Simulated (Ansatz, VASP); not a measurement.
**Pt in VASP and in Ansatz**

```
Pt
1.0
    -1.64759    1.64759    1.71096
     1.64759   -1.64759    1.71096
     1.64759    1.64759   -1.71096
Pt
1
Direct
  0.00000 0.00000 0.00000
```

Change from the starting cell: strain +0.040 along x and y, +0.080 along z, atoms carried along.

Alike in both runs: task single point; functional PBE; k mesh 22 × 22 × 22; occupations gaussian, width 0.15 eV; no spin polarisation.

```csv
,VASP,Ansatz
version,VASP 6.6.1,Ansatz 0.2.0
potentials or method,"VASP PAW PBE potentials, release 64 (Pt), cutoff 520 eV","scalar-relativistic, plane waves, PAW"
valence electrons in the cell,10,18
```

VASP gave:

```
gap on the k mesh at the Fermi level (eV)                     : none
pressure (GPa)                                                : -24.8
traceless stress, the component that is largest in VASP (GPa) : 1.19
```

Question: What did Ansatz give for the same quantities?

Answer: gap on the k mesh at the Fermi level (eV): none; pressure (GPa): -24.5; traceless stress, the component that is largest in VASP (GPa): 1.20.

A gap of «none» marks a metal or a gap that the smearing closes. The functional is the same, so the differences come from potentials, cutoffs and numerics. VASP's potentials hold 10 valence electrons a cell and Ansatz's 18, so a difference there can come from the potentials and not from the codes.

Spin-orbit coupling is off throughout.
